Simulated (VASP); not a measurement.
# AgPdO2: single point with LDA

Crystal: AgPdO2.

```xyz
4
Lattice="2.9216 0.0000 0.0000 0.0000 3.2255 0.0000 0.0000 0.0000 5.3446" Properties=species:S:1:pos:R:3 pbc="T T T"
Ag    1.4608    1.6127    2.6723
Pd    0.0000    0.0000    0.0000
O     1.4608    0.0000    1.3196
O     1.4608    0.0000    4.0250
```

```
Program                : VASP 6.6.1
Task                   : single point
Functional             : LDA
Potentials or basis    : VASP PAW LDA potentials, release 64 (Ag, Pd, O)
Cutoff                 : 520 eV
k mesh                 : 9 × 8 × 5
Occupations            : fermi-dirac, width 0.1 eV
Spin                   : no spin polarisation
Dipole correction      : no
Further INCAR settings : ALGO = Normal; EDIFF = 1e-06; NBANDS = 24
```

```
Pressure               : 4.3 GPa
Largest force          : 0.037 eV/Å
Band gap on the k mesh : zero (an odd number of electrons rules out a gap without spin polarisation)
```

Forces on the atoms (eV/Å):
```
Ag   0.000  0.000  0.000
Pd   0.000  0.000  0.000
O    0.000  0.000  0.037
O    0.000  0.000 -0.037
```

Stress tensor (GPa, compression positive):
```
4.48 0.00 0.00
0.00 3.96 0.00
0.00 0.00 4.45
```

Levels at points of the mesh, in eV from the Fermi level:
```csv
k point,band 14,band 15,band 16,band 17,band 18,band 19
"(0.00, 0.00, 0.00)",-2.49,-1.91,-1.51,1.05,1.57,2.33
"(0.00, 0.50, 0.00)",-2.16,-0.98,-0.50,-0.28,2.16,4.15
```

Wall time 32 s on 1 thread of Intel(R) Xeon(R) 6975P-C (Granite Rapids), with other jobs on the host, peak memory 0.21 GiB.

Caveat: the cell stands under pressure; an odd number of electrons without spin polarisation forces a metal; a magnetic or distorted state may lie lower.
